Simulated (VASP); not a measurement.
# Al (Fm-3m) in VASP: further runs

Runs on Al. Level: LDA. Tasks: single point.

Everything below comes from runs of VASP 6.6.1. Logs are shortened: lines on timing, memory, paths and dates and some standing lists are left out, and cuts for length are marked.

## Step 1: The cell of the first run

Symmetry: Fm-3m, No. 225, cubic system. Conventional cell: a = 3.983 Å, b = 3.983 Å, c = 3.983 Å, α = 90.00°, β = 90.00°, γ = 90.00°. Within 3.7 Å of Al (site symmetry m-3m) lie 12 Al at 2.82 Å.

## Step 2: Single point, LDA

The input, INCAR:

```
ALGO = Normal
EDIFF = 1E-6
ENCUT = 520
GGA = CA
ISIF = 2
ISMEAR = 1
LASPH = True
LCHARG = True
LELF = True
LREAL = False
LVHAR = True
LWAVE = False
NBANDS = 8
NELM = 80
PREC = Accurate
SIGMA = 1.0
```

The input, KPOINTS:

```
k-points
0
Gamma
  14 14 14
```

The input, POSCAR:

```
Al
1.0
    0.0000000000      1.9916090303      1.9916090303
    1.9916090303      0.0000000000      1.9916090303
    1.9916090303      1.9916090303      0.0000000000
Al
1
Direct
    0.0000000000      0.0000000000      0.0000000000
```

Potentials or basis: VASP PAW LDA potentials, release 64 (Al).

Started as:

```
$ cat potpaw_LDA.64/Al/POTCAR > POTCAR
$ mpirun -np 1 vasp_std > vasp.out
```

OUTCAR:

```text
EDIFF = 1E-6
   ENCUT = 520
   GGA = CA
   ISIF = 2
   ISMEAR = 1
   LASPH = True
   LREAL = False
   NELM = 80
   PREC = Accurate

 ion  position               nearest neighbor table
   1  0.000  0.000  0.000-

  LATTYP: Found a face centered cubic cell.
 ALAT       =     3.9832180606

  Lattice vectors:

 A1 = (   0.0000000000,   1.9916090303,   1.9916090303)
 A2 = (   1.9916090303,   0.0000000000,   1.9916090303)
 A3 = (   1.9916090303,   1.9916090303,   0.0000000000)

Analysis of symmetry for initial positions (statically):
=====================================================================
 Subroutine PRICEL returns:
 Original cell was already a primitive cell.

 Routine SETGRP: Setting up the symmetry group for a
 face centered cubic supercell.

 Subroutine GETGRP returns: Found 48 space group operations
 (whereof 48 operations were pure point group operations)
 out of a pool of 48 trial point group operations.

The static configuration has the point symmetry O_h .

Analysis of symmetry for dynamics (positions and initial velocities):
=====================================================================
 Subroutine PRICEL returns:
 Original cell was already a primitive cell.

 Routine SETGRP: Setting up the symmetry group for a
 face centered cubic supercell.

 Subroutine GETGRP returns: Found 48 space group operations
 (whereof 48 operations were pure point group operations)
 out of a pool of 48 trial point group operations.

The dynamic configuration has the point symmetry O_h .

 Subroutine INISYM returns: Found 48 space group operations
 (whereof 48 operations are pure point group operations),
 and found     1 'primitive' translations

----------------------------------------------------------------------------------------

                                     Primitive cell

  volume of cell :      15.7995

  direct lattice vectors                    reciprocal lattice vectors
     0.000000000  1.991609030  1.991609030    -0.251053290  0.251053290  0.251053290
     1.991609030  0.000000000  1.991609030     0.251053290 -0.251053290  0.251053290
     1.991609030  1.991609030  0.000000000     0.251053290  0.251053290 -0.251053290

  length of vectors
     2.816560502  2.816560502  2.816560502     0.434837054  0.434837054  0.434837054

  position of ions in fractional coordinates (direct lattice)
     0.000000000  0.000000000  0.000000000

  ion indices of the primitive-cell ions
[... 76 lines left out ...]
   EDIFFG = 0.1E-04   stopping-criterion for IOM
   NSW    =      0    number of steps for IOM
   IBRION =     -1    ionic relax: 0-MD 1-quasi-New 2-CG
   NFREE  =      0    steps in history (QN), initial steepest desc. (CG)
   ISIF   =      2    stress and relaxation
   ISYM   =      2    0-nonsym 1-usesym 2-fastsym
   POTIM  = 0.5000    time-step for ionic-motion
   TEBEG  =    0.0;   TEEND  =   0.0 temperature during run
   PSTRESS=    0.0 pullay stress
   NELECT =       3.0000    total number of electrons
   NUPDOWN=      -1.0000    fix difference up-down
   EMIN   =  10.00;   EMAX   =-10.00  energy-range for DOS
   EFERMI =   0.00;   METHOD = LEGACY
   ISMEAR =     1;   SIGMA  =   1.00  broadening in eV -4-tet -1-fermi 0-gaus
   EFERMI_NEDOS =   21; number of points for ismear=-14 and -15
   IALGO  =     38    algorithm
   IMIX   =      4    mixing-type and parameters
     AMIX     =   0.40;   BMIX     =  1.00
     AMIX_MAG =   1.60;   BMIX_MAG =  1.00
  volume/ion in A,a.u.               =      15.80       106.62
  Fermi-wavevector in a.u.,A,eV,Ry     =   0.940953  1.778143 12.046491  0.885392
  Thomas-Fermi vector in A             =   2.068416
   LORBIT       =      0    0 simple, 1 ext, 2 COOP (PROOUT), +10 PAW based schemes
   GGA     = CA    functional components
   LHFCALC =     F    Hartree Fock is set to
   AEXX    =    0.0000 exact exchange contribution
   IVDW    =     0    specifies the selected vdW correction
   LEPSILON=     F    determine dielectric tensor
   LRPA    =     F    only Hartree local field effects (RPA)
 non-spin polarized calculation
 Methfessel and Paxton  Order N= 1 SIGMA  =   1.00
  energy-cutoff  :      520.00
  volume of cell :       15.80
 maximum number of plane-waves:       444
 NGX is ok and might be reduce to    24
   NGX = 11   NGY = 11   NGZ = 11

 number of electron       3.0000000 magnetization

 Free energy of the ion-electron system (eV)
  ---------------------------------------------------
  ext. energy  EPLUGINS =         0.00000000
  ---------------------------------------------------
  free energy    TOTEN  =        -4.19015753 eV

  energy without entropy =       -4.18354668  energy(sigma->0) =       -4.18795392

 E-fermi :   8.2498     XC(G=0): -10.5052

 val. band max:        8.1890020991   @ k =  -0.3571   0.4286   0.2143
 cond. band min:       8.2560879085   @ k =   0.5000   0.2857   0.0000
 fundamental gap:      0.0670858093
 Fermi energy:         8.2497631293

 k-point     1 :       0.0000    0.0000    0.0000
  band No.  band energies     occupation
      1      -3.1534      2.00000
      2      21.0567     -0.00000
      3      21.0567     -0.00000
      4      21.0567     -0.00000
      5      22.7144     -0.00000
      6      22.7144     -0.00000
      7      22.7144     -0.00000
      8      25.1794     -0.00000
[... 243 lines left out ...]
 k-point    24 :       0.2857    0.1429    0.0000
  band No.  band energies     occupation
      1      -1.0803      2.00000
      2      12.6170     -0.00000
      3      16.8610     -0.00000
      4      18.3996     -0.00000
      5      18.8843     -0.00000
      6      22.8493     -0.00000
      7      26.7604     -0.00000
      8      27.4023     -0.00000

 [... further k-points ...]

------------------------ aborting loop because EDIFF is reached ----------------------------------------

  FORCE on cell =-STRESS in cart. coord.  units (eV):
  Direction    XX          YY          ZZ          XY          YZ          ZX
  --------------------------------------------------------------------------------------
  -------------------------------------------------------------------------------------
  Total        0.0135205      0.0135205      0.0135205     -0.0000000     -0.0000000      0.0000000
  in kB        1.3710745      1.3710745      1.3710745     -0.0000000     -0.0000000      0.0000000
  external PRESSURE =       1.3710745 kB  Pullay stress =       0.0000000 kB

 VOLUME and BASIS-vectors are now :
 -----------------------------------------------------------------------------
  energy-cutoff  :      520.00
  volume of cell :       15.80
      direct lattice vectors                 reciprocal lattice vectors
     0.000000000  1.991609030  1.991609030    -0.251053290  0.251053290  0.251053290
     1.991609030  0.000000000  1.991609030     0.251053290 -0.251053290  0.251053290
     1.991609030  1.991609030  0.000000000     0.251053290  0.251053290 -0.251053290

 POSITION                                       TOTAL-FORCE (eV/Angst)
 -----------------------------------------------------------------------------------
      0.00000      0.00000      0.00000         0.000000      0.000000      0.000000
 -----------------------------------------------------------------------------------
    total drift:                               -0.000000      0.000000     -0.000000

  FREE ENERGIE OF THE ION-ELECTRON SYSTEM (eV)
  ---------------------------------------------------
  free  energy   TOTEN  =        -4.1901575341 eV

  energy  without entropy=       -4.1835466796  energy(sigma->0) =       -4.18795392
```

Run time: 6.1 s. Hardware: 1 thread of AMD EPYC 9R45 (Zen 5), shared host; peak memory 0.09 GiB.

What came out:

```yaml
Free_energy: -4.1902 eV
Pressure: 0.1 GPa
```

Levels at points of the mesh, in eV from the Fermi level:
```csv
k point,band 1,band 2,band 3,band 4,band 5
"(0.00, 0.00, 0.00)",-11.40,12.81,12.81,12.81,14.46
"(0.50, 0.00, 0.00)",-4.72,-4.45,11.63,11.63,11.70
"(0.50, 0.50, 0.00)",-3.00,-1.62,5.30,5.74,5.74
```

## Step 3: Single point, LDA

The input, INCAR:

```
SYSTEM = Al
ALGO = Normal
EDIFF = 1E-6
ENCUT = 520
ISIF = 2
ISMEAR = 1
LASPH = .True.
LCHARG = .False.
LREAL = .False.
LWAVE = .False.
NBANDS = 8
NELM = 100
PREC = Accurate
SIGMA = 0.01
```

The input, KPOINTS:

```
k-points
0
Gamma
  14 14 14
  0 0 0
```

POSCAR is that of step 2.

Potentials or basis: VASP PAW LDA potentials, release 64 (Al).

Started as:

```
$ cat potpaw_LDA.64/Al/POTCAR > POTCAR
$ mpirun -np 1 vasp_std > vasp.out
```

It took 5.6 s on 1 thread of AMD EPYC 9R45 (Zen 5), shared host; peak memory 0.1 GiB.

The run converged. Its results:

- Free energy: -4.1844 eV
- Pressure: -0.1 GPa

Levels at points of the mesh, in eV from the Fermi level:
| k point | band 1 | band 2 | band 3 | band 4 | band 5 |
| --- | --- | --- | --- | --- | --- |
| (0.00, 0.00, 0.00) | -11.34 | 12.87 | 12.87 | 12.87 | 14.52 |
| (0.50, 0.00, 0.00) | -4.67 | -4.40 | 11.69 | 11.69 | 11.76 |
| (0.50, 0.50, 0.00) | -2.95 | -1.56 | 5.36 | 5.80 | 5.80 |

## Step 4: Single point, LDA

The input, INCAR:

```
SYSTEM = Al
PREC = Accurate
ENCUT = 520
EDIFF = 1E-7
ISMEAR = 1
SIGMA = 0.03
LREAL = .False.
LASPH = .True.
NELM = 60
ALGO = Normal
ISIF = 2
LWAVE = .False.
LCHARG = .False.
GGA = CA
NBANDS = 8
```

The input, KPOINTS:

```
Automatic mesh
0
Gamma
  14 14 14
  0 0 0
```

POSCAR is that of step 3.

Started as:

```
$ cat potpaw_LDA.64/Al/POTCAR > POTCAR
$ mpirun -np 1 vasp_std > vasp.out
```

Wall time 6.2 s (1 thread of AMD EPYC 9R45 (Zen 5), shared host); peak memory 0.09 GiB.

The run converged. Its results:

- Free energy: -4.1844 eV
- Pressure: -0.1 GPa

Levels at points of the mesh, in eV from the Fermi level:
```tsv
k point	band 1	band 2	band 3	band 4	band 5
(0.00, 0.00, 0.00)	-11.35	12.86	12.86	12.86	14.52
(0.50, 0.00, 0.00)	-4.67	-4.40	11.69	11.69	11.75
(0.50, 0.50, 0.00)	-2.95	-1.57	5.36	5.79	5.79
```

## Step 5: Single point, LDA

The input, INCAR:

```
SYSTEM = Al
PREC = Accurate
ENCUT = 520
EDIFF = 1E-6
ISMEAR = 1
SIGMA = 0.2
LREAL = .FALSE.
LASPH = .TRUE.
NELM = 100
ALGO = Normal
ISIF = 2
LWAVE = .FALSE.
LCHARG = .TRUE.
GGA = CA
LELF = .TRUE.
LVHAR = .TRUE.
NBANDS = 8
```

The input, KPOINTS:

```
regular mesh
0
G
  14 14 14
  0 0 0
```

POSCAR is that of step 4.

Potentials or basis: VASP PAW LDA potentials, release 64 (Al).

Started as:

```
$ cat potpaw_LDA.64/Al/POTCAR > POTCAR
$ mpirun -np 1 vasp_std > vasp.out
```

OUTCAR:

```text
SYSTEM = Al
   PREC = Accurate
   ENCUT = 520
   EDIFF = 1E-6
   ISMEAR = 1
   LREAL = .FALSE.
   LASPH = .TRUE.
   NELM = 100
   ISIF = 2
   GGA = CA

 ion  position               nearest neighbor table
   1  0.000  0.000  0.000-

  LATTYP: Found a face centered cubic cell.
 ALAT       =     3.9832180606

  Lattice vectors:

 A1 = (   0.0000000000,   1.9916090303,   1.9916090303)
 A2 = (   1.9916090303,   0.0000000000,   1.9916090303)
 A3 = (   1.9916090303,   1.9916090303,   0.0000000000)

Analysis of symmetry for initial positions (statically):
=====================================================================
 Subroutine PRICEL returns:
 Original cell was already a primitive cell.

 Routine SETGRP: Setting up the symmetry group for a
 face centered cubic supercell.

 Subroutine GETGRP returns: Found 48 space group operations
 (whereof 48 operations were pure point group operations)
 out of a pool of 48 trial point group operations.

The static configuration has the point symmetry O_h .

Analysis of symmetry for dynamics (positions and initial velocities):
=====================================================================
[... 162 lines left out ...]
 Fermi energy:         8.2111577843

 k-point     1 :       0.0000    0.0000    0.0000
  band No.  band energies     occupation
      1      -3.1539      2.00000
      2      21.0559      0.00000
      3      21.0559      0.00000
      4      21.0559      0.00000
      5      22.7129      0.00000
      6      22.7129      0.00000
      7      22.7129      0.00000
      8      25.1790      0.00000
[... 243 lines left out ...]
 k-point    24 :       0.2857    0.1429    0.0000
  band No.  band energies     occupation
      1      -1.0808      2.00000
      2      12.6163      0.00000
      3      16.8601      0.00000
      4      18.3993      0.00000
      5      18.8831      0.00000
      6      22.8483      0.00000
      7      26.7593      0.00000
      8      27.4010      0.00000

 [... further k-points ...]

------------------------ aborting loop because EDIFF is reached ----------------------------------------

  FORCE on cell =-STRESS in cart. coord.  units (eV):
  Direction    XX          YY          ZZ          XY          YZ          ZX
  --------------------------------------------------------------------------------------
  -------------------------------------------------------------------------------------
  Total       -0.0172550     -0.0172550     -0.0172550      0.0000000      0.0000000     -0.0000000
  in kB       -1.7497794     -1.7497794     -1.7497794      0.0000000      0.0000000     -0.0000000
  external PRESSURE =      -1.7497794 kB  Pullay stress =       0.0000000 kB

 VOLUME and BASIS-vectors are now :
 -----------------------------------------------------------------------------
  energy-cutoff  :      520.00
  volume of cell :       15.80
      direct lattice vectors                 reciprocal lattice vectors
     0.000000000  1.991609030  1.991609030    -0.251053290  0.251053290  0.251053290
     1.991609030  0.000000000  1.991609030     0.251053290 -0.251053290  0.251053290
     1.991609030  1.991609030  0.000000000     0.251053290  0.251053290 -0.251053290

 POSITION                                       TOTAL-FORCE (eV/Angst)
 -----------------------------------------------------------------------------------
      0.00000      0.00000      0.00000         0.000000      0.000000      0.000000
 -----------------------------------------------------------------------------------
    total drift:                                0.000000     -0.000000     -0.000000

  FREE ENERGIE OF THE ION-ELECTRON SYSTEM (eV)
  ---------------------------------------------------
  free  energy   TOTEN  =        -4.1843226736 eV

  energy  without entropy=       -4.1839330867  energy(sigma->0) =       -4.18419281
```

OSZICAR:

```text
N       E                     dE             d eps       ncg     rms          rms(c)
DAV:   1    -0.278631658730E+01   -0.27863E+01   -0.90484E+02  1664   0.209E+02
DAV:   2    -0.420803648316E+01   -0.14217E+01   -0.13938E+01  2360   0.193E+01
DAV:   3    -0.421462087259E+01   -0.65844E-02   -0.65818E-02  2080   0.142E+00
DAV:   4    -0.421462977886E+01   -0.89063E-05   -0.89065E-05  2616   0.498E-02
DAV:   5    -0.421462979071E+01   -0.11846E-07   -0.12498E-07  2104   0.114E-03    0.145E+00
DAV:   6    -0.419624333944E+01    0.18386E-01   -0.24392E-03  2200   0.196E-01    0.812E-01
DAV:   7    -0.418434815817E+01    0.11895E-01   -0.60971E-03  2120   0.305E-01    0.169E-01
DAV:   8    -0.418432288470E+01    0.25273E-04   -0.18877E-05  2496   0.279E-02    0.151E-02
DAV:   9    -0.418432267362E+01    0.21109E-06   -0.12232E-07  2224   0.172E-03
   1 F= -.41843227E+01 E0= -.41841928E+01  d E =-.389587E-03
```

stdout:

```text
POSCAR found type information on POSCAR Al
 POSCAR found :  1 types and       1 ions
 scaLAPACK will be used
 LDA part: xc-table for (Slater(with rela. corr.)+CA(PZ))
 , standard interpolation
 POSCAR, INCAR and KPOINTS ok, starting setup
 FFT: planning ... GRIDC
 FFT: planning ... GRID_SOFT
 FFT: planning ... GRID
 WAVECAR not read
 entering main loop
```

Wall time 6.2 s (1 thread of AMD EPYC 9R45 (Zen 5), shared host); peak memory 0.09 GiB.

What came out:

```yaml
Free_energy: -4.1843 eV
Pressure: -0.2 GPa
```

## Step 6: Overview

| smearing | gap on the mesh (eV) | pressure (GPa) |
| --- | --- | --- |
| methfessel-paxton 1 eV | none | 0.1 |
| methfessel-paxton 0.01 eV | none | -0.1 |
| methfessel-paxton 0.03 eV | none | -0.1 |
| methfessel-paxton 0.2 eV | none | -0.2 |

Alike in all rows: task single point; level LDA; potentials or basis VASP PAW LDA potentials, release 64 (Al); no spin polarisation; cell as given; k mesh 14 × 14 × 14; cutoff (eV) 520.

Every run on the cell as given and a fine mesh finds a metal.

Absolute energies hang on the potentials; compare differences alone.
